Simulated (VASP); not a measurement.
# AlP (F-43m) in VASP: notebook, part 4 of 4

VASP 6.6.1.

### 6 G0W0 quasiparticle levels, PBE

Input file POSCAR:

```
AlP
1.0
    0.0000000000      2.7315000000      2.7315000000
    2.7315000000      0.0000000000      2.7315000000
    2.7315000000      2.7315000000      0.0000000000
Al P
1 1
Direct
    0.0000000000      0.0000000000      0.0000000000
    0.2500000000      0.2500000000      0.2500000000
```

Input file INCAR.step1:

```
PREC     = Accurate       # precision mode
ENCUT    = 500            # plane-wave cutoff, eV
EDIFF    = 1E-8           # SCF threshold, eV
ISMEAR   = 0              # smearing method
SIGMA    = 0.01           # smearing width, eV
LREAL    = F              # projectors in reciprocal space
LASPH    = T              # aspherical terms in the spheres
NELM     = 80             # most SCF steps
ALGO     = Normal         # electronic algorithm
LWAVE    = T              # write WAVECAR
LCHARG   = F              # write CHGCAR
GGA      = PE             # functional
```

Input file INCAR.step2:

```
PREC     = Accurate       # precision mode
ENCUT    = 500            # plane-wave cutoff, eV
EDIFF    = 1E-8           # SCF threshold, eV
ISMEAR   = 0              # smearing method
SIGMA    = 0.01           # smearing width, eV
LREAL    = F              # projectors in reciprocal space
LASPH    = T              # aspherical terms in the spheres
NELM     = 1              # most SCF steps
ALGO     = Exact          # electronic algorithm
LWAVE    = T              # write WAVECAR
LCHARG   = F              # write CHGCAR
GGA      = PE             # functional
NBANDS   = 797            # bands
LOPTICS  = T              # frequency-dependent dielectric function
ISTART   = 1
```

Input file INCAR.step3:

```
PREC     = Accurate       # precision mode
ENCUT    = 500            # plane-wave cutoff, eV
EDIFF    = 1E-8           # SCF threshold, eV
ISMEAR   = 0              # smearing method
SIGMA    = 0.01           # smearing width, eV
LREAL    = F              # projectors in reciprocal space
LASPH    = T              # aspherical terms in the spheres
ALGO     = EVGW0          # electronic algorithm
LWAVE    = F              # write WAVECAR
LCHARG   = F              # write CHGCAR
GGA      = PE             # functional
NELMGW   = 1            
NBANDS   = 797            # bands
ENCUTGW  = 200            # cutoff of the response function
NOMEGA   = 48             # frequency points
PRECFOCK = Fast         
ISTART   = 1            
NBANDSGW = 12
```

Input file KPOINTS:

```
regular mesh
0
Gamma
  2 2 2
```

Potentials or basis: VASP PAW PBE potentials, release 64 (Al_GW, P_GW).

Run with:

```bash
$ cat potpaw_PBE.64/Al_GW/POTCAR potpaw_PBE.64/P_GW/POTCAR > POTCAR
$ cp INCAR.step1 INCAR
$ mpirun -np 1 vasp_std > vasp.out
$ cp INCAR.step2 INCAR
$ mpirun -np 1 vasp_std > vasp.out
$ cp INCAR.step3 INCAR
$ mpirun -np 1 vasp_std > vasp.out
```

OUTCAR:

```text
PREC = Accurate
   ENCUT = 500
   EDIFF = 1E-8
   ISMEAR = 0
   LREAL = F
   LASPH = T
   GGA = PE
   NELMGW = 1
   ENCUTGW = 200
   PRECFOCK = Fast
   ISTART = 1

 ion  position               nearest neighbor table
   1  0.000  0.000  0.000-   2 2.37   2 2.37   2 2.37   2 2.37
   2  0.250  0.250  0.250-   1 2.37   1 2.37   1 2.37   1 2.37

  LATTYP: Found a face centered cubic cell.
 ALAT       =     5.4630000000

  Lattice vectors:

 A1 = (   0.0000000000,   2.7315000000,   2.7315000000)
 A2 = (   2.7315000000,   0.0000000000,   2.7315000000)
 A3 = (   2.7315000000,   2.7315000000,   0.0000000000)

Analysis of symmetry for initial positions (statically):
=====================================================================
 Subroutine PRICEL returns:
 Original cell was already a primitive cell.

 Routine SETGRP: Setting up the symmetry group for a
 face centered cubic supercell.

 Subroutine GETGRP returns: Found 24 space group operations
 (whereof 24 operations were pure point group operations)
 out of a pool of 48 trial point group operations.

The static configuration has the point symmetry T_d .

Analysis of symmetry for dynamics (positions and initial velocities):
=====================================================================
 Subroutine PRICEL returns:
 Original cell was already a primitive cell.

 Routine SETGRP: Setting up the symmetry group for a
 face centered cubic supercell.

 Subroutine GETGRP returns: Found 24 space group operations
 (whereof 24 operations were pure point group operations)
 out of a pool of 48 trial point group operations.

The dynamic configuration has the point symmetry T_d .

 Subroutine INISYM returns: Found 24 space group operations
 (whereof 24 operations are pure point group operations),
 and found     1 'primitive' translations

----------------------------------------------------------------------------------------

                                     Primitive cell

  volume of cell :      40.7599

  direct lattice vectors                    reciprocal lattice vectors
     0.000000000  2.731500000  2.731500000    -0.183049606  0.183049606  0.183049606
     2.731500000  0.000000000  2.731500000     0.183049606 -0.183049606  0.183049606
     2.731500000  2.731500000  0.000000000     0.183049606  0.183049606 -0.183049606

  length of vectors
     3.862924346  3.862924346  3.862924346     0.317051219  0.317051219  0.317051219

  position of ions in fractional coordinates (direct lattice)
     0.000000000  0.000000000  0.000000000
     0.250000000  0.250000000  0.250000000

  ion indices of the primitive-cell ions
   primitive index   ion index
                 1           1
                 2           2

----------------------------------------------------------------------------------------

 KPOINTS: regular mesh

Automatic generation of k-mesh.
 Grid dimensions read from file:
 generate k-points for:    2    2    2

 Generating k-lattice:

  Cartesian coordinates                     Fractional coordinates (reciprocal lattice)
    -0.091524803  0.091524803  0.091524803     0.500000000  0.000000000  0.000000000
     0.091524803 -0.091524803  0.091524803     0.000000000  0.500000000  0.000000000
     0.091524803  0.091524803 -0.091524803     0.000000000  0.000000000  0.500000000

  Length of vectors
     0.158525609  0.158525609  0.158525609

  Shift w.r.t. Gamma in fractional coordinates (k-lattice)
     0.000000000  0.000000000  0.000000000

 Subroutine IBZKPT returns following result:
 ===========================================

 Found      3 irreducible k-points:

 Following reciprocal coordinates:
            Coordinates               Weight
  0.000000  0.000000  0.000000      1.000000
  0.500000  0.000000  0.000000      4.000000
  0.500000  0.500000  0.000000      3.000000
   k-points           NKPTS =      3   k-points in BZ     NKDIM =      8   number of bands    NBANDS=    797
   number of dos      NEDOS =    301   number of ions     NIONS =      2
   total plane-waves  NPLWV =  21952
   dimension x,y,z NGX =    28 NGY =   28 NGZ =   28
   dimension x,y,z NGXF=    56 NGYF=   56 NGZF=   56
   ions per type =               1   1
   NGX,Y,Z   is equivalent  to a cutoff of  12.05, 12.05, 12.05 a.u.
   NGXF,Y,Z  is equivalent  to a cutoff of  24.10, 24.10, 24.10 a.u.
 SYSTEM =  unknown system
   PREC   = accura    normal or accurate (medium, high low for compatibility)
   ISTART =      1    job   : 0-new  1-cont  2-samecut
   ICHARG =      0    charge: 1-file 2-atom 10-const
   ISPIN  =      1    spin polarized calculation?
   LNONCOLLINEAR =      F non collinear calculations
   LSORBIT =      F    spin-orbit coupling
   LASPH  =      T    aspherical Exc in radial PAW
   ENCUT  =  500.0 eV  36.75 Ry    6.06 a.u.   7.04  7.04  7.04*2*pi/ulx,y,z
   NELM   =     60;   NELMIN=  2; NELMDL=  0     # of ELM steps
   EDIFF  = 0.1E-07   stopping-criterion for ELM
   LREAL  =      F    real-space projection
   EDIFFG = 0.1E-06   stopping-criterion for IOM
   NSW    =      0    number of steps for IOM
   IBRION =     -1    ionic relax: 0-MD 1-quasi-New 2-CG
   NFREE  =      0    steps in history (QN), initial steepest desc. (CG)
   ISIF   =      0    stress and relaxation
   ISYM   =      3    0-nonsym 1-usesym 2-fastsym
   POTIM  = 0.5000    time-step for ionic-motion
   TEBEG  =    0.0;   TEEND  =   0.0 temperature during run
   PSTRESS=    0.0 pullay stress
   NELECT =       8.0000    total number of electrons
   NUPDOWN=      -1.0000    fix difference up-down
   EMIN   =  10.00;   EMAX   =-10.00  energy-range for DOS
   EFERMI =   0.00;   METHOD = LEGACY
   ISMEAR =     0;   SIGMA  =   0.01  broadening in eV -4-tet -1-fermi 0-gaus
   EFERMI_NEDOS =   21; number of points for ismear=-14 and -15
   IALGO  =     38    algorithm
   IMIX   =      4    mixing-type and parameters
     AMIX     =   0.40;   BMIX     =  1.00
     AMIX_MAG =   1.60;   BMIX_MAG =  1.00
  volume/ion in A,a.u.               =      20.38       137.53
  Fermi-wavevector in a.u.,A,eV,Ry     =   0.951394  1.797873 12.315314  0.905150
  Thomas-Fermi vector in A             =   2.079860
   LORBIT       =      0    0 simple, 1 ext, 2 COOP (PROOUT), +10 PAW based schemes
   GGA     = PE    functional components
   LHFCALC =     T    Hartree Fock is set to
   PRECFOCK=fast      Normal, Fast or Accurate (Low or Medium for compatibility)
   ENCUT4O =  -1.0   cutoff for four orbital integrals eV
   NKREDX  =     1    reduce k-point grid by
   NKREDY  =     1    reduce k-point grid by
   NKREDZ  =     1    reduce k-point grid by
   AEXX    =    1.0000 exact exchange contribution
   HFSCREEN=    0.0000 screening length (either q_TF or 0.3 A-1)
   HFSCREENC=   0.0000 screening length for correlation (either q_TF or 0.3 A-1)
   ENCUTFOCK=  -1.0 apply spherical cutoff to Coloumb kernel
   IVDW    =     0    specifies the selected vdW correction
   LEPSILON=     F    determine dielectric tensor
   LRPA    =     F    only Hartree local field effects (RPA)
   LRPAFORCE           =     F    calculate RPA forces
   ENCUTGW             = 200.0    cutoff for response function in eV
   ENCUTGWSOFT         = 160.0    soft cutoff for Coulomb kernel in GW response function in eV
   ENCUTLF             =  -1.0    cutoff for local field effects
   NELMGW              =     1    number of iterations in solving QP/BSE equation
   NELMHF              =     1    number of iterations in the inner HF iteration
   NKREDLFX            =     1    NKREDLFY  =   1   NKREDLFZ  =   1
 non-spin polarized calculation
 Gauss-broadening in eV      SIGMA  =   0.01
  energy-cutoff  :      500.00
  volume of cell :       40.76
 maximum number of plane-waves:      1056
  NGX = 16; NGY = 16; NGZ = 16
   NGX = 15   NGY = 15   NGZ = 15
 maximum number of plane-waves:       266

 QP shifts <psi_nk| G(iteration)W_0 |psi_nk>: iteration 1
 for sc-GW calculations column KS-energies equals QP-energies in previous step
 and V_xc(KS)=  KS-energies - (<T + V_ion + V_H > + <T+V_H+V_ion>^1  + <V_x>^1)

 k-point   1 :       0.0000    0.0000    0.0000
  band No.  KS-energies  QP-energies   sigma(KS)   V_xc(KS)     V^pw_x(r,r')   Z            occupation Imag(sigma)

      1      -7.3337      -8.0293     -12.1038     -11.0135     -18.2236       0.6379       2.0000       0.9972
      2       4.2085       3.3399     -13.1566     -12.0053     -15.1917       0.7545       2.0000       0.0909
      3       4.2085       3.3399     -13.1566     -12.0053     -15.1917       0.7545       2.0000       0.0909
      4       4.2085       3.3399     -13.1566     -12.0053     -15.1917       0.7545       2.0000       0.0909
      5       7.4593       7.5408      -9.9487     -10.0556      -4.6603       0.7630       0.0000      -0.1028
      6       8.5419       8.6840      -9.3747      -9.5593      -4.3478       0.7698       0.0000      -0.1198
      7       8.5419       8.6840      -9.3747      -9.5593      -4.3478       0.7698       0.0000      -0.1198
      8       8.5419       8.6840      -9.3747      -9.5593      -4.3478       0.7698       0.0000      -0.1198
      9      12.8239      13.1085      -9.5154      -9.8793      -4.0485       0.7820       0.0000      -0.1700
     10      12.8239      13.1085      -9.5154      -9.8793      -4.0485       0.7820       0.0000      -0.1700
     11      14.3338      13.9568      -7.9568      -7.4658      -2.0015       0.7679       0.0000      -0.4835
     12      16.2502      15.9873      -8.1078      -7.7869      -1.9171       0.8193       0.0000      -0.7047

 k-point   2 :       0.5000    0.0000    0.0000
  band No.  KS-energies  QP-energies   sigma(KS)   V_xc(KS)     V^pw_x(r,r')   Z            occupation Imag(sigma)
[... 17 lines left out ...]
      1      -4.8981      -5.7936     -13.4155     -12.1480     -18.5333       0.7065       2.0000       0.8802
      2      -1.2521      -2.2373     -11.5529     -10.2351     -14.5464       0.7476       2.0000       0.1813
      3       2.0252       1.1030     -12.2120     -10.9910     -14.5569       0.7553       2.0000       0.1127
      4       2.0252       1.1030     -12.2120     -10.9910     -14.5569       0.7553       2.0000       0.1127
      5       5.5932       5.4156      -8.3152      -8.0869      -3.6843       0.7778       0.0000      -0.0840
      6       6.4964       6.4952      -8.8859      -8.8844      -4.1873       0.7817       0.0000      -0.0785
      7      15.1262      15.2464      -9.8907     -10.0488      -3.4191       0.7599       0.0000      -0.5706
      8      15.1262      15.2464      -9.8907     -10.0488      -3.4191       0.7599       0.0000      -0.5706
      9      16.1305      16.4397     -10.4462     -10.8607      -4.3956       0.7459       0.0000      -0.2782
     10      16.1305      16.4397     -10.4462     -10.8607      -4.3956       0.7459       0.0000      -0.2782
     11      16.3048      16.3872     -10.6067     -10.7123      -4.2495       0.7806       0.0000      -0.5374
     12      16.8851      17.2144     -10.3696     -10.8131      -4.2278       0.7424       0.0000      -0.2990
```

Wall time 1.7 min (1 thread of Intel Xeon 8259CL, shared host); peak memory 0.34 GiB.

What came out:

| Property | Result |
| --- | --- |
| Band gap on the k mesh, mean-field level | 1.38 eV, indirect (least direct gap 3.25 eV) |
| Quasiparticle gap | 2.08 eV |
| Least direct quasiparticle gap | 4.20 eV |

Caveat: the k points lie up to 1.00 Å⁻¹ apart; bands, screening cutoff and mesh are small and nothing is extrapolated, so the quasiparticle values aren't converged. A k mesh can miss the band edges.
